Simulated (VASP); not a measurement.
# W (I4/mmm) in VASP: notebook

W is run at these levels: PBE; tasks: single point.

All numbers are computed with VASP 6.6.1; they aren't measurements. Logs are shortened: lines on timing, memory, paths and dates and some standing lists are left out, and cuts for length are marked.

## (1) The cell of the first run

Symmetry: I4/mmm, No. 139, tetragonal system. Conventional cell: a = 3.088 Å, b = 3.088 Å, c = 3.184 Å, α = 90.00°, β = 90.00°, γ = 90.00°. Within 3.6 Å of W (site symmetry 4/mmm) lie 14 W at 2.70 to 3.18 Å.

## (2) Single point, PBE (strain -0.030 along x and y, +0.000 along z)

Contents of INCAR:

```
  PREC = Accurate
  ENCUT = 520
  EDIFF = 1E-6
  ISMEAR = 0
  SIGMA = 0.15
  LREAL = False
  LASPH = True
  NELM = 80
  ALGO = Fast
  ISIF = 2
  LWAVE = False
  LCHARG = False
  GGA = PE
  NBANDS = 13
```

Contents of KPOINTS:

```
Automatic mesh
0
Gamma
  26 26 26
```

Contents of POSCAR:

```
W
1.0
   -1.5440259427      1.5440259427      1.5917793224
    1.5440259427     -1.5440259427      1.5917793224
    1.5440259427      1.5440259427     -1.5917793224
W
1
Direct
    0.0000000000      0.0000000000      0.0000000000
```

Potentials or basis: VASP PAW PBE potentials, release 64 (W_sv).

Run with:

```console
$ cat potpaw_PBE.64/W_sv/POTCAR > POTCAR
$ mpirun -np 1 vasp_std > vasp.out
```

OUTCAR:

```text
PREC = Accurate
   ENCUT = 520
   EDIFF = 1E-6
   ISMEAR = 0
   LREAL = False
   LASPH = True
   NELM = 80
   ISIF = 2
   GGA = PE

 ion  position               nearest neighbor table
   1  0.000  0.000  0.000-

  LATTYP: Found a body centered tetragonal cell.
 ALAT       =     3.0880518854
 C/A-ratio  =     1.0309278351

  Lattice vectors:

 A1 = (  -1.5440259427,   1.5440259427,   1.5917793224)
 A2 = (   1.5440259427,  -1.5440259427,   1.5917793224)
 A3 = (   1.5440259427,   1.5440259427,  -1.5917793224)

Analysis of symmetry for initial positions (statically):
=====================================================================
 Subroutine PRICEL returns:
 Original cell was already a primitive cell.

 Routine SETGRP: Setting up the symmetry group for a
 body centered tetragonal supercell.

 Subroutine GETGRP returns: Found 16 space group operations
 (whereof 16 operations were pure point group operations)
 out of a pool of 16 trial point group operations.

The static configuration has the point symmetry D_4h.

Analysis of symmetry for dynamics (positions and initial velocities):
=====================================================================
 Subroutine PRICEL returns:
 Original cell was already a primitive cell.

 Routine SETGRP: Setting up the symmetry group for a
 body centered tetragonal supercell.

 Subroutine GETGRP returns: Found 16 space group operations
 (whereof 16 operations were pure point group operations)
 out of a pool of 16 trial point group operations.

The dynamic configuration has the point symmetry D_4h.

 Subroutine INISYM returns: Found 16 space group operations
 (whereof 16 operations are pure point group operations),
 and found     1 'primitive' translations

----------------------------------------------------------------------------------------

                                     Primitive cell

  volume of cell :      15.1793

  direct lattice vectors                    reciprocal lattice vectors
    -1.544025943  1.544025943  1.591779322     0.000000000  0.323828756  0.314113893
     1.544025943 -1.544025943  1.591779322     0.323828756  0.000000000  0.314113893
     1.544025943  1.544025943 -1.591779322     0.323828756  0.323828756  0.000000000

  length of vectors
     2.702183124  2.702183124  2.702183124     0.451145875  0.451145875  0.457963018

  position of ions in fractional coordinates (direct lattice)
     0.000000000  0.000000000  0.000000000

  ion indices of the primitive-cell ions
   primitive index   ion index
                 1           1

----------------------------------------------------------------------------------------

 KPOINTS: Automatic mesh

Automatic generation of k-mesh.
 Grid dimensions read from file:
 generate k-points for:   26   26   26

 Generating k-lattice:

  Cartesian coordinates                     Fractional coordinates (reciprocal lattice)
     0.000000000  0.012454952  0.012081304     0.038461538  0.000000000  0.000000000
     0.012454952  0.000000000  0.012081304     0.000000000  0.038461538  0.000000000
     0.012454952  0.012454952  0.000000000     0.000000000  0.000000000  0.038461538

  Length of vectors
     0.017351764  0.017351764  0.017613962

  Shift w.r.t. Gamma in fractional coordinates (k-lattice)
     0.000000000  0.000000000  0.000000000

 Subroutine IBZKPT returns following result:
 ===========================================

 Found   1330 irreducible k-points:

 Following reciprocal coordinates:
            Coordinates               Weight
  0.000000  0.000000  0.000000      1.000000
  0.038462  0.000000 -0.000000      8.000000
  0.076923  0.000000 -0.000000      8.000000
  0.115385 -0.000000  0.000000      8.000000
  0.153846  0.000000 -0.000000      8.000000
  0.192308  0.000000  0.000000      8.000000
[... 16 lines left out ...]
  0.346154  0.038462  0.000000     16.000000
  0.384615  0.038462  0.000000     16.000000
 [... further k-points ...]
   k-points           NKPTS =   1330   k-points in BZ     NKDIM =   1330   number of bands    NBANDS=     13
   number of dos      NEDOS =    301   number of ions     NIONS =      1
   total plane-waves  NPLWV =   8000
   dimension x,y,z NGX =    20 NGY =   20 NGZ =   20
   dimension x,y,z NGXF=    40 NGYF=   40 NGZF=   40
   ions per type =               1
   NGX,Y,Z   is equivalent  to a cutoff of  12.30, 12.30, 12.30 a.u.
   NGXF,Y,Z  is equivalent  to a cutoff of  24.61, 24.61, 24.61 a.u.
 SYSTEM =  unknown system
   PREC   = accura    normal or accurate (medium, high low for compatibility)
   ISTART =      0    job   : 0-new  1-cont  2-samecut
   ICHARG =      2    charge: 1-file 2-atom 10-const
   ISPIN  =      1    spin polarized calculation?
   LNONCOLLINEAR =      F non collinear calculations
   LSORBIT =      F    spin-orbit coupling
   LASPH  =      T    aspherical Exc in radial PAW
   ENCUT  =  520.0 eV  38.22 Ry    6.18 a.u.   5.02  5.02  5.02*2*pi/ulx,y,z
   NELM   =     80;   NELMIN=  2; NELMDL= -5     # of ELM steps
   EDIFF  = 0.1E-05   stopping-criterion for ELM
   LREAL  =      F    real-space projection
[... 7 lines left out ...]
   TEBEG  =    0.0;   TEEND  =   0.0 temperature during run
   PSTRESS=    0.0 pullay stress
   NELECT =      14.0000    total number of electrons
   NUPDOWN=      -1.0000    fix difference up-down
   EMIN   =  10.00;   EMAX   =-10.00  energy-range for DOS
   EFERMI =   0.00;   METHOD = LEGACY
   ISMEAR =     0;   SIGMA  =   0.15  broadening in eV -4-tet -1-fermi 0-gaus
   EFERMI_NEDOS =   21; number of points for ismear=-14 and -15
   IALGO  =     68    algorithm
   IMIX   =      4    mixing-type and parameters
     AMIX     =   0.40;   BMIX     =  1.00
     AMIX_MAG =   1.60;   BMIX_MAG =  1.00
  volume/ion in A,a.u.               =      15.18       102.44
  Fermi-wavevector in a.u.,A,eV,Ry     =   1.593554  3.011381 34.550837  2.539415
  Thomas-Fermi vector in A             =   2.691766
   LORBIT       =      0    0 simple, 1 ext, 2 COOP (PROOUT), +10 PAW based schemes
   GGA     = PE    functional components
   LHFCALC =     F    Hartree Fock is set to
   AEXX    =    0.0000 exact exchange contribution
   IVDW    =     0    specifies the selected vdW correction
   LEPSILON=     F    determine dielectric tensor
   LRPA    =     F    only Hartree local field effects (RPA)
 non-spin polarized calculation
 RMM-DIIS sequential band-by-band and
 Gauss-broadening in eV      SIGMA  =   0.15
  energy-cutoff  :      520.00
  volume of cell :       15.18
 maximum number of plane-waves:       426
   NGX =  9   NGY =  9   NGZ =  9

 number of electron      14.0000002 magnetization

 Free energy of the ion-electron system (eV)
  ---------------------------------------------------
  ext. energy  EPLUGINS =         0.00000000
  ---------------------------------------------------
  free energy    TOTEN  =       -12.88315134 eV

  energy without entropy =      -12.87811874  energy(sigma->0) =      -12.88063504

 E-fermi :  12.1011     XC(G=0): -13.8879

 val. band max:       12.1008881134   @ k =  -0.1923   0.5000   0.1923
 cond. band min:      12.1183384104   @ k =  -0.3077  -0.3846   0.2692
 fundamental gap:      0.0174502970
 Fermi energy:        12.1010901918

 k-point     1 :       0.0000    0.0000    0.0000
  band No.  band energies     occupation
      1     -62.0461      2.00000
      2     -25.5458      2.00000
      3     -25.5343      2.00000
      4     -25.5343      2.00000
      5       2.2073      2.00000
      6      10.6493      2.00000
      7      10.6493      2.00000
      8      11.0675      2.00000
      9      14.1514      0.00000
     10      14.7203      0.00000
     11      26.3083      0.00000
     12      26.9075      0.00000
     13      26.9075      0.00000

 k-point     2 :       0.0385    0.0000   -0.0000
  band No.  band energies     occupation
      1     -62.0438      2.00000
      2     -25.5649      2.00000
      3     -25.5414      2.00000
      4     -25.5389      2.00000
      5       2.2828      2.00000
      6      10.6416      2.00000
      7      10.6581      2.00000
      8      11.0852      2.00000
      9      14.0936      0.00000
     10      14.6955      0.00000
     11      26.4405      0.00000
     12      27.0343      0.00000
     13      27.0380      0.00000

 k-point     3 :       0.0769    0.0000   -0.0000
  band No.  band energies     occupation
      1     -62.0370      2.00000
      2     -25.6331      2.00000
      3     -25.5620      2.00000
      4     -25.5399      2.00000
      5       2.5050      2.00000
      6      10.6102      2.00000
      7      10.6116      2.00000
      8      11.2173      2.00000
      9      13.9316      0.00000
     10      14.6472      0.00000
     11      26.7456      0.00000
     12      27.4088      0.00000
     13      27.4653      0.00000
[... 305 lines left out ...]
 k-point    23 :       0.3462    0.0385    0.0000
  band No.  band energies     occupation
      1     -61.9116      2.00000
      2     -26.7897      2.00000
      3     -25.9291      2.00000
      4     -25.5492      2.00000
      5       5.5924      2.00000
      6       8.7921      2.00000
      7      10.9271      2.00000
      8      14.1179      0.00000
      9      15.0334      0.00000
     10      16.6037      0.00000
     11      24.8488      0.00000
     12      26.1445      0.00000
     13      32.6669      0.00000

 k-point    24 :       0.3846    0.0385    0.0000
  band No.  band energies     occupation
      1     -61.8987      2.00000
      2     -26.8995      2.00000
      3     -25.9660      2.00000
      4     -25.5498      2.00000
      5       5.6163      2.00000
      6       8.6340      2.00000
      7      11.5752      2.00000
      8      14.1886      0.00000
      9      15.2053      0.00000
     10      17.4858      0.00000
     11      24.3010      0.00000
     12      25.1494      0.00000
     13      31.3507      0.00000

 [... further k-points ...]
[... 5 lines left out ...]
  --------------------------------------------------------------------------------------
  -------------------------------------------------------------------------------------
  Total        2.4229193      2.4229193      1.3931686      0.0000000      0.0000000     -0.0000000
  in kB      255.7393162    255.7393162    147.0490550      0.0000000      0.0000000     -0.0000000
  external PRESSURE =     219.5092291 kB  Pullay stress =       0.0000000 kB

 VOLUME and BASIS-vectors are now :
 -----------------------------------------------------------------------------
  energy-cutoff  :      520.00
  volume of cell :       15.18
      direct lattice vectors                 reciprocal lattice vectors
    -1.544025943  1.544025943  1.591779322     0.000000000  0.323828756  0.314113893
     1.544025943 -1.544025943  1.591779322     0.323828756  0.000000000  0.314113893
     1.544025943  1.544025943 -1.591779322     0.323828756  0.323828756  0.000000000

 POSITION                                       TOTAL-FORCE (eV/Angst)
 -----------------------------------------------------------------------------------
      0.00000      0.00000      0.00000        -0.000000      0.000000      0.000000
 -----------------------------------------------------------------------------------
    total drift:                                0.000000     -0.000000     -0.000000

  FREE ENERGIE OF THE ION-ELECTRON SYSTEM (eV)
  ---------------------------------------------------
  free  energy   TOTEN  =       -12.8831513446 eV

  energy  without entropy=      -12.8781187386  energy(sigma->0) =      -12.88063504
```

Run time: 85 s. Hardware: 1 thread of Intel Xeon 6975P-C (Granite Rapids), shared host; peak memory 0.34 GiB.

What came out:

```yaml
Free_energy: -12.8832 eV
Pressure: 22.0 GPa
Band_gap_on_the_k_mesh: zero (bands 7 and 8 overlap by 6.50 eV)
```

Stress tensor (GPa, compression positive):
```
25.57  0.00  0.00
 0.00 25.57  0.00
 0.00  0.00 14.70
```

Levels at points of the mesh, in eV from the Fermi level:
```csv
k point,band 4,band 5,band 6,band 7,band 8,band 9,band 10,band 11
"(0.00, 0.00, 0.00)",-37.64,-9.89,-1.45,-1.45,-1.03,2.05,2.62,14.21
"(0.50, 0.00, 0.00)",-37.64,-6.58,-3.65,0.74,2.00,3.29,6.49,11.62
"(0.50, 0.50, 0.00)",-37.67,-6.59,-4.08,0.99,2.65,3.50,6.59,11.51
"(0.50, 0.50, 0.50)",-38.64,-6.26,-6.16,5.38,5.52,5.52,8.04,8.87
```

Caveat: the cell differs from its parent crystal (strain -0.030 along x and y, +0.000 along z); the cell stands under pressure; spin-orbit coupling is left out, which moves the levels of the heavy elements.

## (3) Single point, PBE (strain -0.015 along x and y, -0.030 along z)

Contents of INCAR:

```
  ALGO = Fast
  EDIFF = 1E-6
  ENCUT = 520
  GGA = PE
  ISIF = 2
  ISMEAR = 0
  LASPH = T
  LCHARG = F
  LREAL = F
  LWAVE = F
  NBANDS = 13
  NELM = 80
  PREC = Accurate
  SIGMA = 0.15
```

Contents of KPOINTS:

```
k-points
0
Gamma
  26 26 26
```

Contents of POSCAR:

```
W
1.0
   -1.5679026326      1.5679026326      1.5440259427
    1.5679026326     -1.5679026326      1.5440259427
    1.5679026326      1.5679026326     -1.5440259427
W
1
Direct
    0.0000000000      0.0000000000      0.0000000000
```

Potentials or basis: VASP PAW PBE potentials, release 64 (W_sv).

Run with:

```console
$ cat potpaw_PBE.64/W_sv/POTCAR > POTCAR
$ mpirun -np 1 vasp_std > vasp.out
```

Run time: 83 s. Hardware: 1 thread of Intel Xeon 6975P-C (Granite Rapids), shared host; peak memory 0.33 GiB.

The run converged. Its results:

```yaml
Free_energy: -12.8915 eV
Pressure: 21.7 GPa
Band_gap_on_the_k_mesh: zero (bands 7 and 8 overlap by 6.72 eV)
```

Stress tensor (GPa, compression positive):
```
19.83  0.00  0.00
 0.00 19.83  0.00
 0.00  0.00 25.47
```

Levels at points of the mesh, in eV from the Fermi level:
```
           k point  band 5  band 6  band 7  band 8  band 9  band 10
(0.00, 0.00, 0.00)   -9.90   -1.47   -1.25   -1.25    2.19     2.49
(0.50, 0.00, 0.00)   -6.59   -3.88    0.86    2.34    3.37     6.54
(0.50, 0.50, 0.00)   -6.59   -3.65    0.73    2.07    3.20     6.49
(0.50, 0.50, 0.50)   -6.24   -6.19    5.44    5.44    5.51     8.45
```

Caveat: the cell differs from its parent crystal (strain -0.015 along x and y, -0.030 along z); the cell stands under pressure; spin-orbit coupling is left out, which moves the levels of the heavy elements.

(Part 1 of 3 ends here.)
